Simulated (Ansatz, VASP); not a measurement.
Given: the input of a run of Ansatz 0.2.0 on InP.

Contents of input.yaml:

```yaml
crystal:
  lattice:
    - [0.0, 2.9305, 2.9305]
    - [2.9305, 0.0, 2.9305]
    - [2.9305, 2.9305, 0.0]
  atoms:
    - { symbol: In, position: [0.0, 0.0, 0.0] }
    - { symbol: P, position: [0.75, 0.75, 0.75] }
kpoints:
  mp_grid: { grid: [8, 8, 8] }
scf:
  occupations: { method: gaussian, width: 0.021 }
hamiltonian:
  xc: pbe
  pseudopotentials: { kind: all_electron, lapw: { basis_error: 0.001 } }
output:
  forces: true
  stress: true
  eigenvalues: true
```

Potentials or basis: all-electron LAPW, scalar-relativistic.

Launch:

```bash
$ ansatz run input.yaml --threads 1 --pin off --max-ram 3072MiB --backend cpu --events-out ev --progress --plain --runs-dir out
```

Task: Translate it to VASP 6.6.1. Potentials there: VASP PAW PBE potentials, release 64 (In_d, P).

Result: As run (the cutoff follows the program's own potentials):

The input INCAR:

```
SYSTEM = InP
  PREC = Accurate
  ENCUT = 520
  EDIFF = 1E-6
  ISMEAR = 0
  SIGMA = 0.020999999999999998
  LREAL = .False.
  LASPH = .True.
  NELM = 60
  ALGO = Normal
  ISIF = 2
  LWAVE = .False.
  LCHARG = .True.
  GGA = PE
  LELF = .True.
  LVHAR = .True.
  NBANDS = 16
```

The input KPOINTS:

```
regular mesh
0
Gamma
  8 8 8
  0 0 0
```

POSCAR

```
InP
1.0
    0.0000000000      2.9305000000      2.9305000000
    2.9305000000      0.0000000000      2.9305000000
    2.9305000000      2.9305000000      0.0000000000
In P
1 1
Direct
    0.0000000000      0.0000000000      0.0000000000
    0.7500000000      0.7500000000      0.7500000000
```

Potentials or basis: VASP PAW PBE potentials, release 64 (In_d, P).

Command:

```console
$ cat potpaw_PBE.64/In_d/POTCAR potpaw_PBE.64/P/POTCAR > POTCAR
$ mpirun -np 1 vasp_std > vasp.out
```

Both were run:

|  | VASP | Ansatz | Ansatz less VASP |
| --- | --- | --- | --- |
| gap on the k mesh at the Fermi level (eV) | 0.71 | 0.71 | +0.002 |
| least direct gap on the mesh (eV) | 0.71 | 0.71 | +0.002 |
| pressure (GPa) | 3.3 | 3.3 | +0.06 |

Ansatz ran all-electron here, and VASP with PAW potentials.
